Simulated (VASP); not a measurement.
# Sn3Se (R-3m) in VASP: further runs

Sn3Se is run at these levels: PBEsol; tasks: single point.

Everything below comes from runs of VASP 6.6.1. Logs are shortened: lines on timing, memory, paths and dates and some standing lists are left out, and cuts for length are marked.

## 1. The cell of the first run

Symmetry: R-3m, No. 166, trigonal system. The conventional cell has a = 6.518 Å, b = 6.518 Å, c = 7.983 Å, α = 90.00°, β = 90.00°, γ = 120.00°. Within 2.6 Å of Sn (site symmetry 3m) lie 1 Sn at 2.00 Å and 1 Se at 2.00 Å. Within 2.6 Å of Sn (site symmetry -3m) lie 2 Sn at 2.00 Å. Within 2.6 Å of Se (site symmetry -3m) lie 2 Sn at 2.00 Å.

## 2. Single point, PBEsol

INCAR

```
  ALGO = Normal
  EDIFF = 1E-6
  ENCUT = 520
  GGA = PS
  ISIF = 2
  ISMEAR = 0
  LASPH = T
  LCHARG = F
  LREAL = F
  LWAVE = F
  NBANDS = 32
  NELM = 60
  PREC = Accurate
  SIGMA = 0.15
```

KPOINTS

```
k-points
0
Gamma
  12 12 12
```

POSCAR

```
Sn3Se
1.0
   -1.5363416280      3.0726832559      3.0726832559
    3.0726832559     -1.5363416280      3.0726832559
    3.0726832559      3.0726832559     -1.5363416280
Sn Se
3 1
Direct
    0.2500000000      0.2500000000      0.2500000000
    0.7500000000      0.7500000000      0.7500000000
    0.5000000000      0.5000000000      0.5000000000
    0.0000000000      0.0000000000      0.0000000000
```

Potentials or basis: VASP PAW PBE potentials, release 64 (Sn_d, Se).

Launch:

```
$ cat potpaw_PBE.64/Sn_d/POTCAR potpaw_PBE.64/Se/POTCAR > POTCAR
$ mpirun -np 1 vasp_std > vasp.out
```

OUTCAR:

```text
EDIFF = 1E-6
   ENCUT = 520
   GGA = PS
   ISIF = 2
   ISMEAR = 0
   LASPH = T
   LREAL = F
   NELM = 60
   PREC = Accurate

 ion  position               nearest neighbor table
   1  0.250  0.250  0.250-   3 2.00   4 2.00
   2  0.750  0.750  0.750-   3 2.00   4 2.00
   3  0.500  0.500  0.500-   1 2.00   2 2.00
   4  0.000  0.000  0.000-   1 2.00   2 2.00

  LATTYP: Found a simple cubic cell.
 ALAT       =     4.6090248839

  Lattice vectors:

 A1 = (  -1.5363416280,   3.0726832559,   3.0726832559)
 A2 = (   3.0726832559,  -1.5363416280,   3.0726832559)
 A3 = (   3.0726832559,   3.0726832559,  -1.5363416280)

Analysis of symmetry for initial positions (statically):
=====================================================================
 Subroutine PRICEL returns:
 Original cell was already a primitive cell.

 Routine SETGRP: Setting up the symmetry group for a
 simple cubic supercell.

 Subroutine GETGRP returns: Found 12 space group operations
 (whereof 12 operations were pure point group operations)
 out of a pool of 48 trial point group operations.

The static configuration has the point symmetry D_3d.

Analysis of symmetry for dynamics (positions and initial velocities):
=====================================================================
 Subroutine PRICEL returns:
 Original cell was already a primitive cell.

 Routine SETGRP: Setting up the symmetry group for a
 simple cubic supercell.

 Subroutine GETGRP returns: Found 12 space group operations
 (whereof 12 operations were pure point group operations)
 out of a pool of 48 trial point group operations.

The dynamic configuration has the point symmetry D_3d.

 Subroutine INISYM returns: Found 12 space group operations
 (whereof 12 operations are pure point group operations),
 and found     1 'primitive' translations

----------------------------------------------------------------------------------------

                                     Primitive cell

  volume of cell :      97.9100

  direct lattice vectors                    reciprocal lattice vectors
    -1.536341628  3.072683256  3.072683256    -0.072321878  0.144643755  0.144643755
     3.072683256 -1.536341628  3.072683256     0.144643755 -0.072321878  0.144643755
     3.072683256  3.072683256 -1.536341628     0.144643755  0.144643755 -0.072321878

  length of vectors
     4.609024884  4.609024884  4.609024884     0.216965633  0.216965633  0.216965633

  position of ions in fractional coordinates (direct lattice)
     0.250000000  0.250000000  0.250000000
     0.750000000  0.750000000  0.750000000
     0.500000000  0.500000000  0.500000000
     0.000000000  0.000000000  0.000000000

  ion indices of the primitive-cell ions
   primitive index   ion index
                 1           1
                 2           2
                 3           3
                 4           4

----------------------------------------------------------------------------------------

 KPOINTS: k-points

Automatic generation of k-mesh.
 Grid dimensions read from file:
 generate k-points for:   12   12   12

 Generating k-lattice:

  Cartesian coordinates                     Fractional coordinates (reciprocal lattice)
    -0.006026823  0.012053646  0.012053646     0.083333333  0.000000000  0.000000000
     0.012053646 -0.006026823  0.012053646     0.000000000  0.083333333  0.000000000
     0.012053646  0.012053646 -0.006026823     0.000000000  0.000000000  0.083333333

  Length of vectors
     0.018080469  0.018080469  0.018080469

  Shift w.r.t. Gamma in fractional coordinates (k-lattice)
     0.000000000  0.000000000  0.000000000

 Subroutine IBZKPT returns following result:
 ===========================================

 Found    189 irreducible k-points:

 Following reciprocal coordinates:
            Coordinates               Weight
  0.000000  0.000000  0.000000      1.000000
  0.083333  0.000000  0.000000      6.000000
  0.166667  0.000000  0.000000      6.000000
  0.250000  0.000000  0.000000      6.000000
  0.333333  0.000000  0.000000      6.000000
  0.416667  0.000000  0.000000      6.000000
[... 16 lines left out ...]
  0.333333  0.166667  0.000000     12.000000
 -0.166667  0.333333  0.000000     12.000000
 [... further k-points ...]
   k-points           NKPTS =    189   k-points in BZ     NKDIM =    189   number of bands    NBANDS=     32
   number of dos      NEDOS =    301   number of ions     NIONS =      4
   total plane-waves  NPLWV =  46656
   dimension x,y,z NGX =    36 NGY =   36 NGZ =   36
   dimension x,y,z NGXF=    72 NGYF=   72 NGZF=   72
   ions per type =               3   1
   NGX,Y,Z   is equivalent  to a cutoff of  12.99, 12.99, 12.99 a.u.
   NGXF,Y,Z  is equivalent  to a cutoff of  25.97, 25.97, 25.97 a.u.
 SYSTEM =  unknown system
   PREC   = accura    normal or accurate (medium, high low for compatibility)
   ISTART =      0    job   : 0-new  1-cont  2-samecut
   ICHARG =      2    charge: 1-file 2-atom 10-const
   ISPIN  =      1    spin polarized calculation?
   LNONCOLLINEAR =      F non collinear calculations
   LSORBIT =      F    spin-orbit coupling
   LASPH  =      T    aspherical Exc in radial PAW
   ENCUT  =  520.0 eV  38.22 Ry    6.18 a.u.   8.57  8.57  8.57*2*pi/ulx,y,z
   NELM   =     60;   NELMIN=  2; NELMDL= -5     # of ELM steps
   EDIFF  = 0.1E-05   stopping-criterion for ELM
   LREAL  =      F    real-space projection
   EDIFFG = 0.1E-04   stopping-criterion for IOM
   NSW    =      0    number of steps for IOM
   IBRION =     -1    ionic relax: 0-MD 1-quasi-New 2-CG
   NFREE  =      0    steps in history (QN), initial steepest desc. (CG)
   ISIF   =      2    stress and relaxation
   ISYM   =      2    0-nonsym 1-usesym 2-fastsym
   POTIM  = 0.5000    time-step for ionic-motion
   TEBEG  =    0.0;   TEEND  =   0.0 temperature during run
   PSTRESS=    0.0 pullay stress
   NELECT =      48.0000    total number of electrons
   NUPDOWN=      -1.0000    fix difference up-down
   EMIN   =  10.00;   EMAX   =-10.00  energy-range for DOS
   EFERMI =   0.00;   METHOD = LEGACY
   ISMEAR =     0;   SIGMA  =   0.15  broadening in eV -4-tet -1-fermi 0-gaus
   EFERMI_NEDOS =   21; number of points for ismear=-14 and -15
   IALGO  =     38    algorithm
   IMIX   =      4    mixing-type and parameters
     AMIX     =   0.40;   BMIX     =  1.00
     AMIX_MAG =   1.60;   BMIX_MAG =  1.00
  volume/ion in A,a.u.               =      24.48       165.18
  Fermi-wavevector in a.u.,A,eV,Ry     =   1.290861  2.439374 22.671693  1.666322
  Thomas-Fermi vector in A             =   2.422667
   LORBIT       =      0    0 simple, 1 ext, 2 COOP (PROOUT), +10 PAW based schemes
   GGA     = PS    functional components
   LHFCALC =     F    Hartree Fock is set to
   AEXX    =    0.0000 exact exchange contribution
   IVDW    =     0    specifies the selected vdW correction
   LEPSILON=     F    determine dielectric tensor
   LRPA    =     F    only Hartree local field effects (RPA)
 non-spin polarized calculation
 Gauss-broadening in eV      SIGMA  =   0.15
  energy-cutoff  :      520.00
  volume of cell :       97.91
 maximum number of plane-waves:      2666
 NGX is ok and might be reduce to    36

 number of electron      48.0000013 magnetization

 Free energy of the ion-electron system (eV)
  ---------------------------------------------------
  ext. energy  EPLUGINS =         0.00000000
  ---------------------------------------------------
  free energy    TOTEN  =         1.96850023 eV

  energy without entropy =        1.98916476  energy(sigma->0) =        1.97883250

 E-fermi :   8.1871     XC(G=0): -10.3189

 val. band max:        8.1858859407   @ k =   0.4167   0.2500   0.1667
 cond. band min:       8.1892522785   @ k =   0.5000   0.0000   0.0000
 fundamental gap:      0.0033663378
 Fermi energy:         8.1870825349

 k-point     1 :       0.0000    0.0000    0.0000
  band No.  band energies     occupation
      1     -18.2740      2.00000
      2     -16.2539      2.00000
      3     -16.2539      2.00000
      4     -16.0888      2.00000
      5     -15.1993      2.00000
      6     -15.1993      2.00000
[... 24 lines left out ...]
     31      14.6362      0.00000
     32      14.9174      0.00000

 k-point     2 :       0.0833    0.0000    0.0000
  band No.  band energies     occupation
      1     -18.2709      2.00000
      2     -16.2548      2.00000
      3     -16.2541      2.00000
      4     -16.0999      2.00000
      5     -15.1973      2.00000
      6     -15.1970      2.00000
[... 24 lines left out ...]
     31      14.7773      0.00000
     32      15.0115      0.00000

 k-point     3 :       0.1667    0.0000    0.0000
  band No.  band energies     occupation
      1     -18.2624      2.00000
      2     -16.2575      2.00000
      3     -16.2546      2.00000
      4     -16.1299      2.00000
      5     -15.1921      2.00000
      6     -15.1910      2.00000
[... 24 lines left out ...]
     31      15.0631      0.00000
     32      15.1971      0.00000

 k-point     4 :       0.2500    0.0000    0.0000
  band No.  band energies     occupation
      1     -18.2505      2.00000
      2     -16.2611      2.00000
      3     -16.2552      2.00000
      4     -16.1703      2.00000
      5     -15.1849      2.00000
      6     -15.1828      2.00000
[... 24 lines left out ...]
     31      14.1076      0.00000
     32      15.5133      0.00000

 k-point     5 :       0.3333    0.0000    0.0000
  band No.  band energies     occupation
      1     -18.2383      2.00000
      2     -16.2646      2.00000
      3     -16.2559      2.00000
      4     -16.2099      2.00000
      5     -15.1778      2.00000
      6     -15.1744      2.00000
[... 584 lines left out ...]
     31      14.1510      0.00000
     32      14.4028      0.00000

 k-point    22 :      -0.1667    0.2500    0.0000
  band No.  band energies     occupation
      1     -18.2713      2.00000
      2     -16.2540      2.00000
      3     -16.2495      2.00000
      4     -16.0989      2.00000
      5     -15.1970      2.00000
      6     -15.1955      2.00000
[... 24 lines left out ...]
     31      14.3300      0.00000
     32      15.1922      0.00000

 k-point    23 :       0.3333    0.1667    0.0000
  band No.  band energies     occupation
      1     -18.2259      2.00000
      2     -16.2672      2.00000
      3     -16.2587      2.00000
      4     -16.2477      2.00000
      5     -15.1699      2.00000
      6     -15.1669      2.00000
[... 24 lines left out ...]
     31      13.5733      0.00000
     32      15.0331      0.00000

 k-point    24 :      -0.1667    0.3333    0.0000
  band No.  band energies     occupation
      1     -18.2628      2.00000
      2     -16.2567      2.00000
      3     -16.2494      2.00000
      4     -16.1289      2.00000
      5     -15.1918      2.00000
      6     -15.1893      2.00000
[... 24 lines left out ...]
     31      13.9058      0.00000
     32      15.6182      0.00000

 [... further k-points ...]

------------------------ aborting loop because EDIFF is reached ----------------------------------------

  FORCE on cell =-STRESS in cart. coord.  units (eV):
  Direction    XX          YY          ZZ          XY          YZ          ZX
  --------------------------------------------------------------------------------------
  -------------------------------------------------------------------------------------
  Total       48.3946903     48.3946903     48.3946903     47.2059888     47.2059888     47.2059888
  in kB      791.9196857    791.9196857    791.9196857    772.4680458    772.4680458    772.4680458
  external PRESSURE =     791.9196857 kB  Pullay stress =       0.0000000 kB

 VOLUME and BASIS-vectors are now :
 -----------------------------------------------------------------------------
  energy-cutoff  :      520.00
  volume of cell :       97.91
      direct lattice vectors                 reciprocal lattice vectors
    -1.536341628  3.072683256  3.072683256    -0.072321878  0.144643755  0.144643755
     3.072683256 -1.536341628  3.072683256     0.144643755 -0.072321878  0.144643755
     3.072683256  3.072683256 -1.536341628     0.144643755  0.144643755 -0.072321878

 POSITION                                       TOTAL-FORCE (eV/Angst)
 -----------------------------------------------------------------------------------
      1.15226      1.15226      1.15226        -3.972730     -3.972730     -3.972730
      3.45677      3.45677      3.45677         3.972730      3.972730      3.972730
      2.30451      2.30451      2.30451        -0.000000      0.000000      0.000000
      0.00000      0.00000      0.00000        -0.000000     -0.000000     -0.000000
 -----------------------------------------------------------------------------------
    total drift:                                0.000000      0.000000     -0.000000

  FREE ENERGIE OF THE ION-ELECTRON SYSTEM (eV)
  ---------------------------------------------------
  free  energy   TOTEN  =         1.9685002333 eV

  energy  without entropy=        1.9891647581  energy(sigma->0) =        1.97883250
```

It took 11 min on 1 thread of Intel Xeon 8259CL, shared host; peak memory 0.57 GiB.

Results:

```yaml
Free_energy: 1.9685 eV
Pressure: 79.2 GPa
Largest_force: 6.881 eV/Å
Band_gap_on_the_k_mesh: zero (bands 24 and 25 overlap by 3.35 eV)
```

Forces in eV/Å, atoms in the order of the input:
```
Sn  -3.973 -3.973 -3.973
Sn   3.973  3.973  3.973
Sn   0.000  0.000  0.000
Se   0.000  0.000  0.000
```

Levels at points of the mesh, in eV from the Fermi level:
```tsv
k point	band 21	band 22	band 23	band 24	band 25	band 26	band 27	band 28
(0.00, 0.00, 0.00)	-4.27	-2.16	-2.16	-1.04	-1.04	-0.02	3.78	3.78
(0.50, 0.00, 0.00)	-4.12	-3.45	-1.41	-0.12	0.00	2.45	2.74	3.48
(0.50, 0.50, 0.00)	-4.28	-1.91	-1.34	-1.14	-0.64	0.73	2.97	3.78
(0.50, 0.50, 0.50)	-5.66	-4.21	-4.21	2.31	3.01	3.01	3.55	6.00
```

Caveat: the cell stands under pressure; the PAW data sets were made with another functional, which shifts forces and pressure a little; spin-orbit coupling is left out, which moves the levels of the heavy elements.

## 3. Single point, PBEsol

This run uses another cell than the first one, of the same volume but with other edges.

INCAR

```
SYSTEM = Sn3Se
  PREC = Accurate
  ENCUT = 520
  EDIFF = 1E-6
  ISMEAR = 0
  SIGMA = 0.15
  LREAL = .False.
  LASPH = .True.
  NELM = 100
  ALGO = Normal
  ISIF = 2
  LWAVE = .False.
  LCHARG = .True.
  GGA = PS
  LELF = .True.
  LVHAR = .True.
  NBANDS = 32
```

KPOINTS

```
Automatic mesh
0
Gamma
  12 12 12
  0 0 0
```

POSCAR

```
Sn3Se
1.0
    1.9356691569      4.8391728922      4.8391728922
    4.8391728922      1.9356691569      4.8391728922
    4.8391728922      4.8391728922      1.9356691569
Sn Se
3 1
Direct
    0.2500000000      0.2500000000      0.2500000000
    0.7500000000      0.7500000000      0.7500000000
    0.5000000000      0.5000000000      0.5000000000
    0.0000000000      0.0000000000      0.0000000000
```

Potentials or basis: VASP PAW PBE potentials, release 64 (Sn_d, Se).

Launch:

```
$ cat potpaw_PBE.64/Sn_d/POTCAR potpaw_PBE.64/Se/POTCAR > POTCAR
$ mpirun -np 1 vasp_std > vasp.out
```

It took 42 min on 1 thread of Intel Xeon 8259CL, shared host; peak memory 0.75 GiB.

It converged, with:

- Free energy: -16.8780 eV
- Pressure: 5.6 GPa
- Largest force: 0.138 eV/Å
- Band gap on the k mesh: zero (bands 24 and 25 overlap by 2.20 eV)

Forces in eV/Å, atoms in the order of the input:
```
Sn   0.080  0.080  0.080
Sn  -0.080 -0.080 -0.080
Sn   0.000  0.000  0.000
Se   0.000  0.000  0.000
```

Stress tensor (GPa, compression positive):
```
5.64 0.26 0.26
0.26 5.64 0.26
0.26 0.26 5.64
```

Levels at points of the mesh, in eV from the Fermi level:
| k point | band 20 | band 21 | band 22 | band 23 | band 24 | band 25 | band 26 | band 27 | band 28 | band 29 |
| --- | --- | --- | --- | --- | --- | --- | --- | --- | --- | --- |
| (0.00, 0.00, 0.00) | -2.56 | -2.56 | -1.66 | 0.77 | 0.77 | 1.17 | 1.17 | 2.19 | 2.40 | 4.93 |
| (0.50, 0.00, 0.00) | -4.37 | -3.60 | -3.49 | -1.83 | -1.60 | -1.40 | 3.60 | 3.67 | 4.89 | 5.04 |
| (0.50, 0.50, 0.00) | -5.32 | -3.88 | -3.69 | -0.57 | -0.33 | 1.17 | 1.18 | 1.42 | 1.91 | 2.54 |
| (0.50, 0.50, 0.50) | -2.58 | -2.58 | 0.10 | 0.31 | 0.31 | 0.98 | 2.60 | 2.60 | 3.39 | 3.39 |

Caveat: the cell stands under pressure; the PAW data sets were made with another functional, which shifts forces and pressure a little; spin-orbit coupling is left out, which moves the levels of the heavy elements.

## 4. Single point, PBEsol

INCAR

```
  ALGO = Normal
  EDIFF = 1E-6
  ENCUT = 500
  GGA = PS
  GGA_COMPAT = F
  ISIF = 2
  ISMEAR = 0
  LASPH = T
  LCHARG = T
  LELF = T
  LREAL = F
  LVHAR = T
  LWAVE = F
  NBANDS = 32
  NELM = 120
  PREC = Accurate
  SIGMA = 0.15
```

KPOINTS

```
k-points
0
Gamma
  18 18 18
```

POSCAR

```
Sn3Se
1.0
   -1.1566022597      3.1806562141      3.1806562141
    3.1806562141     -1.1566022597      3.1806562141
    3.1806562141      3.1806562141     -1.1566022597
Sn Se
3 1
Direct
    0.2500000000      0.2500000000      0.2500000000
    0.7500000000      0.7500000000      0.7500000000
    0.5000000000      0.5000000000      0.5000000000
    0.0000000000      0.0000000000      0.0000000000
```

Launch:

```
$ cat potpaw_PBE.64/Sn_d/POTCAR potpaw_PBE.64/Se/POTCAR > POTCAR
$ mpirun -np 1 vasp_std > vasp.out
```

It took 14 min on 1 thread of Intel Xeon Platinum 8488C (Sapphire Rapids), shared host; peak memory 1.3 GiB.

The run converged. Its results:

```
Free energy            : -9.8467 eV
Pressure               : 33.5 GPa
Largest force          : 3.203 eV/Å
Band gap on the k mesh : zero (bands 24 and 25 overlap by 1.06 eV)
```

Forces in eV/Å, atoms in the order of the input:
```
Sn  -1.849 -1.849 -1.849
Sn   1.849  1.849  1.849
Sn   0.000  0.000  0.000
Se   0.000  0.000  0.000
```

Stress tensor (GPa, compression positive):
```
33.50 34.33 34.33
34.33 33.50 34.33
34.33 34.33 33.50
```

Levels at points of the mesh, in eV from the Fermi level:
```tsv
k point	band 20	band 21	band 22	band 23	band 24	band 25	band 26	band 27	band 28	band 29
(0.00, 0.00, 0.00)	-3.41	-3.41	-2.00	-2.00	-1.55	0.63	0.63	2.69	2.69	4.90
(0.50, 0.00, 0.00)	-3.51	-2.97	-2.46	-0.81	-0.26	0.10	0.40	0.85	2.75	4.82
(0.50, 0.50, 0.00)	-5.64	-3.34	-2.74	-0.67	-0.29	-0.20	1.65	2.74	4.08	5.52
(0.50, 0.50, 0.50)	-4.69	-4.69	-3.59	-3.59	0.69	1.60	3.38	3.38	6.71	6.71
```

Caveat: the cell stands under pressure; the PAW data sets were made with another functional, which shifts forces and pressure a little; spin-orbit coupling is left out, which moves the levels of the heavy elements.

## 5. Summary

```csv
cell,k mesh,cutoff (eV),gap on the mesh (eV),pressure (GPa),largest force (eV/Å)
"a = 4.609 Å, 4 atoms",12 × 12 × 12,520,none,79.2,6.88
"a = 7.112 Å, angles 33.6°, 4 atoms",12 × 12 × 12,520,none,5.6,0.14
"a = 4.644 Å, angles 82.7°, 4 atoms",18 × 18 × 18,500,none,33.5,3.20
```

Alike in all rows: task single point; level PBEsol; potentials or basis VASP PAW PBE potentials, release 64 (Sn_d, Se); no spin polarisation; smearing gaussian 0.15 eV.

Caveats: the cell stands under pressure; the PAW data sets were made with another functional, which shifts forces and pressure a little; spin-orbit coupling is left out, which moves the levels of the heavy elements.

Absolute energies hang on the potentials; compare differences alone.
